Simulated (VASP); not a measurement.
# Ta4Ti (P6/mmm) in VASP: single point with PBE

Aim: the single point of Ta4Ti with PBE.

All numbers are computed with VASP 6.6.1; they aren't measurements. Logs are shortened: lines on timing, memory, paths and dates and some standing lists are left out, and cuts for length are marked.

## Step 1: The cell of the first run

The structure is hexagonal, space group P6/mmm (No. 191). Conventional cell: a = 8.200 Å, b = 8.200 Å, c = 4.833 Å, α = 90.00°, β = 90.00°, γ = 120.00°. Within 3.2 Å of Ti (site symmetry -6m2) lie 2 Ta at 2.42 Å. Within 3.4 Å of Ta (site symmetry m2m) lie 5 Ta at 2.61 to 2.79 Å. Ta (site symmetry -6m2) has 2 Ti at 2.42 Å and 6 Ta at 2.70 Å within 3.2 Å.

The cell was generated, and may not be a known phase.

## Step 2: Single point, PBE

INCAR reads:

```
  PREC = Accurate
  ENCUT = 520
  EDIFF = 1E-6
  ISMEAR = 0
  SIGMA = 0.1
  LREAL = F
  LASPH = T
  NELM = 60
  ALGO = Fast
  ISIF = 2
  LWAVE = F
  LCHARG = T
  GGA = PE
  LELF = T
  LVHAR = T
  NBANDS = 67
```

KPOINTS reads:

```
Automatic mesh
0
Gamma
  3 3 4
```

POSCAR reads:

```
Ta4Ti
1.0
    8.1997245172      0.0000000000      0.0000000000
   -4.0998622586      7.1011697359      0.0000000000
    0.0000000000      0.0000000000      4.8330869453
Ti Ta
2 8
Direct
    0.3333333333      0.6666666667      0.0000000000
    0.6666666667      0.3333333333      0.0000000000
    0.0000031563      0.3407678009      0.5000000000
    0.6592321991      0.6592353554      0.5000000000
    0.3407646446      0.9999968437      0.5000000000
    0.9999968437      0.6592321991      0.5000000000
    0.3407678009      0.3407646446      0.5000000000
    0.6592353554      0.0000031563      0.5000000000
    0.3333333333      0.6666666667      0.5000000000
    0.6666666667      0.3333333333      0.5000000000
```

Potentials or basis: VASP PAW PBE potentials, release 64 (Ti_sv, Ta_pv).

Command:

```bash
$ cat potpaw_PBE.64/Ti_sv/POTCAR potpaw_PBE.64/Ta_pv/POTCAR > POTCAR
$ mpirun -np 1 vasp_std > vasp.out
```

OUTCAR:

```text
PREC = Accurate
   ENCUT = 520
   EDIFF = 1E-6
   ISMEAR = 0
   LREAL = F
   LASPH = T
   NELM = 60
   ISIF = 2
   GGA = PE

 ion  position               nearest neighbor table
   1  0.333  0.667  0.000-   9 2.42   9 2.42
   2  0.667  0.333  0.000-  10 2.42  10 2.42
   3  0.000  0.341  0.500-   6 2.61   9 2.70  10 2.70   8 2.79   7 2.79
   4  0.659  0.659  0.500-   7 2.61   9 2.70  10 2.70   8 2.79   6 2.79
   5  0.341  1.000  0.500-   8 2.61   9 2.70  10 2.70   7 2.79   6 2.79
   6  1.000  0.659  0.500-   3 2.61  10 2.70   9 2.70   5 2.79   4 2.79
   7  0.341  0.341  0.500-   4 2.61  10 2.70   9 2.70   5 2.79   3 2.79
   8  0.659  0.000  0.500-   5 2.61  10 2.70   9 2.70   4 2.79   3 2.79
   9  0.333  0.667  0.500-   1 2.42   1 2.42   5 2.70   3 2.70   4 2.70   6 2.70   8 2.70   7 2.70

  10  0.667  0.333  0.500-   2 2.42   2 2.42   8 2.70   6 2.70   7 2.70   3 2.70   5 2.70   4 2.70

  LATTYP: Found a hexagonal cell.
 ALAT       =     8.1997245172
 C/A-ratio  =     0.5894206488

  Lattice vectors:

 A1 = (   8.1997245172,   0.0000000000,   0.0000000000)
 A2 = (  -4.0998622586,   7.1011697359,   0.0000000000)
 A3 = (   0.0000000000,   0.0000000000,   4.8330869453)

Analysis of symmetry for initial positions (statically):
=====================================================================
 Subroutine PRICEL returns:
 Original cell was already a primitive cell.

 Routine SETGRP: Setting up the symmetry group for a
 hexagonal supercell.

 Subroutine GETGRP returns: Found 24 space group operations
 (whereof 24 operations were pure point group operations)
 out of a pool of 24 trial point group operations.

The static configuration has the point symmetry D_6h.

Analysis of symmetry for dynamics (positions and initial velocities):
=====================================================================
 Subroutine PRICEL returns:
 Original cell was already a primitive cell.

 Routine SETGRP: Setting up the symmetry group for a
 hexagonal supercell.

 Subroutine GETGRP returns: Found 24 space group operations
 (whereof 24 operations were pure point group operations)
 out of a pool of 24 trial point group operations.

The dynamic configuration has the point symmetry D_6h.

 Subroutine INISYM returns: Found 24 space group operations
 (whereof 24 operations are pure point group operations),
 and found     1 'primitive' translations

----------------------------------------------------------------------------------------

                                     Primitive cell

  volume of cell :     281.4192

  direct lattice vectors                    reciprocal lattice vectors
     8.199724517  0.000000000  0.000000000     0.121955317  0.070410935  0.000000000
    -4.099862259  7.101169736  0.000000000     0.000000000  0.140821870  0.000000000
     0.000000000  0.000000000  4.833086945     0.000000000  0.000000000  0.206907099

  length of vectors
     8.199724517  8.199724517  4.833086945     0.140821870  0.140821870  0.206907099

  position of ions in fractional coordinates (direct lattice)
     0.333333333  0.666666667  0.000000000
     0.666666667  0.333333333  0.000000000
     0.000003156  0.340767801  0.500000000
     0.659232199  0.659235355  0.500000000
     0.340764645  0.999996844  0.500000000
     0.999996844  0.659232199  0.500000000
     0.340767801  0.340764645  0.500000000
     0.659235355  0.000003156  0.500000000
     0.333333333  0.666666667  0.500000000
     0.666666667  0.333333333  0.500000000

  ion indices of the primitive-cell ions
   primitive index   ion index
                 1           1
                 2           2
                 3           3
                 4           4
                 5           5
                 6           6
                 7           7
                 8           8
                 9           9
                10          10

----------------------------------------------------------------------------------------

 KPOINTS: Automatic mesh

Automatic generation of k-mesh.
 Grid dimensions read from file:
 generate k-points for:    3    3    4

 Generating k-lattice:

  Cartesian coordinates                     Fractional coordinates (reciprocal lattice)
     0.040651772  0.023470312  0.000000000     0.333333333 -0.000000000  0.000000000
     0.000000000  0.046940623  0.000000000     0.000000000  0.333333333  0.000000000
     0.000000000  0.000000000  0.051726775     0.000000000  0.000000000  0.250000000

  Length of vectors
     0.046940623  0.046940623  0.051726775

  Shift w.r.t. Gamma in fractional coordinates (k-lattice)
     0.000000000  0.000000000  0.000000000

 Subroutine IBZKPT returns following result:
 ===========================================

 Found      9 irreducible k-points:

 Following reciprocal coordinates:
            Coordinates               Weight
  0.000000  0.000000  0.000000      1.000000
  0.333333  0.000000  0.000000      6.000000
  0.333333  0.333333  0.000000      2.000000
  0.000000  0.000000  0.250000      2.000000
  0.333333  0.000000  0.250000     12.000000
  0.333333  0.333333  0.250000      4.000000
  0.000000  0.000000  0.500000      1.000000
  0.333333  0.000000  0.500000      6.000000
  0.333333  0.333333  0.500000      2.000000
   k-points           NKPTS =      9   k-points in BZ     NKDIM =      9   number of bands    NBANDS=     67
   number of dos      NEDOS =    301   number of ions     NIONS =     10
   total plane-waves  NPLWV = 147456
   dimension x,y,z NGX =    64 NGY =   64 NGZ =   36
   dimension x,y,z NGXF=   128 NGYF=  128 NGZF=   72
   ions per type =               2   8
   NGX,Y,Z   is equivalent  to a cutoff of  12.98, 12.98, 12.38 a.u.
   NGXF,Y,Z  is equivalent  to a cutoff of  25.95, 25.95, 24.77 a.u.
 SYSTEM =  unknown system
   PREC   = accura    normal or accurate (medium, high low for compatibility)
   ISTART =      0    job   : 0-new  1-cont  2-samecut
   ICHARG =      2    charge: 1-file 2-atom 10-const
   ISPIN  =      1    spin polarized calculation?
   LNONCOLLINEAR =      F non collinear calculations
   LSORBIT =      F    spin-orbit coupling
   LASPH  =      T    aspherical Exc in radial PAW
   ENCUT  =  520.0 eV  38.22 Ry    6.18 a.u.  15.25 15.25  8.99*2*pi/ulx,y,z
   NELM   =     60;   NELMIN=  2; NELMDL= -5     # of ELM steps
   EDIFF  = 0.1E-05   stopping-criterion for ELM
   LREAL  =      F    real-space projection
   EDIFFG = 0.1E-04   stopping-criterion for IOM
   NSW    =      0    number of steps for IOM
   IBRION =     -1    ionic relax: 0-MD 1-quasi-New 2-CG
   NFREE  =      0    steps in history (QN), initial steepest desc. (CG)
   ISIF   =      2    stress and relaxation
   ISYM   =      2    0-nonsym 1-usesym 2-fastsym
   POTIM  = 0.5000    time-step for ionic-motion
   TEBEG  =    0.0;   TEEND  =   0.0 temperature during run
   PSTRESS=    0.0 pullay stress
   NELECT =     112.0000    total number of electrons
   NUPDOWN=      -1.0000    fix difference up-down
   EMIN   =  10.00;   EMAX   =-10.00  energy-range for DOS
   EFERMI =   0.00;   METHOD = LEGACY
   ISMEAR =     0;   SIGMA  =   0.10  broadening in eV -4-tet -1-fermi 0-gaus
   EFERMI_NEDOS =   21; number of points for ismear=-14 and -15
   IALGO  =     68    algorithm
   IMIX   =      4    mixing-type and parameters
     AMIX     =   0.40;   BMIX     =  1.00
     AMIX_MAG =   1.60;   BMIX_MAG =  1.00
  volume/ion in A,a.u.               =      28.14       189.91
  Fermi-wavevector in a.u.,A,eV,Ry     =   1.204193  2.275596 19.729561  1.450082
  Thomas-Fermi vector in A             =   2.339925
   LORBIT       =      0    0 simple, 1 ext, 2 COOP (PROOUT), +10 PAW based schemes
   GGA     = PE    functional components
   LHFCALC =     F    Hartree Fock is set to
   AEXX    =    0.0000 exact exchange contribution
   IVDW    =     0    specifies the selected vdW correction
   LEPSILON=     F    determine dielectric tensor
   LRPA    =     F    only Hartree local field effects (RPA)
 non-spin polarized calculation
 RMM-DIIS sequential band-by-band and
 Gauss-broadening in eV      SIGMA  =   0.10
  energy-cutoff  :      520.00
  volume of cell :      281.42
 maximum number of plane-waves:      7608
 NGX is ok and might be reduce to    64
   NGX = 31   NGY = 31   NGZ = 17

 number of electron     111.9999998 magnetization

 Free energy of the ion-electron system (eV)
  ---------------------------------------------------
  ext. energy  EPLUGINS =         0.00000000
  ---------------------------------------------------
  free energy    TOTEN  =       -92.59734265 eV

  energy without entropy =      -92.54841029  energy(sigma->0) =      -92.57287647

 E-fermi :   2.6876     XC(G=0):  -9.6731

 val. band max:        2.6255006470   @ k =   0.3333   0.0000   0.0000
 cond. band min:       2.7085909181   @ k =   0.0000   0.0000   0.0000
 fundamental gap:      0.0830902711
 Fermi energy:         2.6876299121

 k-point     1 :       0.0000    0.0000    0.0000
  band No.  band energies     occupation
      1     -54.5820      2.00000
      2     -54.5820      2.00000
      3     -32.2991      2.00000
      4     -32.2000      2.00000
      5     -32.2000      2.00000
      6     -32.1022      2.00000
[... 59 lines left out ...]
     66       4.1243      0.00000
     67       4.5910      0.00000

 k-point     2 :       0.3333    0.0000    0.0000
  band No.  band energies     occupation
      1     -54.5820      2.00000
      2     -54.5820      2.00000
      3     -32.3711      2.00000
      4     -32.3279      2.00000
      5     -32.2136      2.00000
      6     -32.1777      2.00000
[... 479 lines left out ...]
     66       3.9561      0.00000
     67       4.2767      0.00000

 k-point     9 :       0.3333    0.3333    0.5000
  band No.  band energies     occupation
      1     -54.5860      2.00000
      2     -54.5860      2.00000
      3     -32.3600      2.00000
      4     -32.3600      2.00000
      5     -32.3398      2.00000
      6     -32.2240      2.00000
[... 59 lines left out ...]
     66       3.8801      0.00000
     67       4.5390      0.00000

------------------------ aborting loop because EDIFF is reached ----------------------------------------

  FORCE on cell =-STRESS in cart. coord.  units (eV):
  Direction    XX          YY          ZZ          XY          YZ          ZX
  --------------------------------------------------------------------------------------
  -------------------------------------------------------------------------------------
  Total       -0.3215468     -0.3215468      0.3496712      0.0000000      0.0000000      0.0000000
  in kB       -1.8306316     -1.8306316      1.9907497      0.0000000      0.0000000      0.0000000
  external PRESSURE =      -0.5568378 kB  Pullay stress =       0.0000000 kB

 VOLUME and BASIS-vectors are now :
 -----------------------------------------------------------------------------
  energy-cutoff  :      520.00
  volume of cell :      281.42
      direct lattice vectors                 reciprocal lattice vectors
     8.199724517  0.000000000  0.000000000     0.121955317  0.070410935  0.000000000
    -4.099862259  7.101169736  0.000000000     0.000000000  0.140821870  0.000000000
     0.000000000  0.000000000  4.833086945     0.000000000  0.000000000  0.206907099

 POSITION                                       TOTAL-FORCE (eV/Angst)
 -----------------------------------------------------------------------------------
     -0.00000      4.73411      0.00000        -0.000000     -0.000000     -0.000000
      4.09986      2.36706      0.00000        -0.000000      0.000000     -0.000000
     -1.39708      2.41985      2.41654        -0.006386      0.011060     -0.000000
      2.70275      4.68134      2.41654        -0.006386     -0.011060     -0.000000
     -1.30567      7.10115      2.41654         0.012771     -0.000000      0.000000
      5.49694      4.68132      2.41654         0.006386     -0.011060      0.000000
      1.39711      2.41983      2.41654         0.006386      0.011060     -0.000000
      5.40554      0.00002      2.41654        -0.012771     -0.000000      0.000000
     -0.00000      4.73411      2.41654        -0.000000      0.000000     -0.000000
      4.09986      2.36706      2.41654        -0.000000      0.000000     -0.000000
 -----------------------------------------------------------------------------------
    total drift:                                0.000000     -0.000000      0.000000

  FREE ENERGIE OF THE ION-ELECTRON SYSTEM (eV)
  ---------------------------------------------------
  free  energy   TOTEN  =       -92.5973426543 eV

  energy  without entropy=      -92.5484102895  energy(sigma->0) =      -92.57287647
```

Run time: 11 min. Hardware: 1 thread of Intel Xeon Platinum 8488C (Sapphire Rapids), shared host; peak memory 0.43 GiB.

What came out:

```
Free energy            : -92.5973 eV
Pressure               : -0.1 GPa
Largest force          : 0.013 eV/Å
Band gap on the k mesh : zero (bands 56 and 57 overlap by 0.49 eV)
```

Forces in eV/Å, atoms in the order of the input:
```
Ti   0.000  0.000  0.000
Ti   0.000  0.000  0.000
Ta  -0.006  0.011  0.000
Ta  -0.006 -0.011  0.000
Ta   0.013  0.000  0.000
Ta   0.006 -0.011  0.000
Ta   0.006  0.011  0.000
Ta  -0.013  0.000  0.000
Ta   0.000  0.000  0.000
Ta   0.000  0.000  0.000
```

Caveat: spin-orbit coupling is left out, which moves the levels of the heavy elements.

The gap in the log of VASP goes by the Fermi energy; the results here count the filled bands.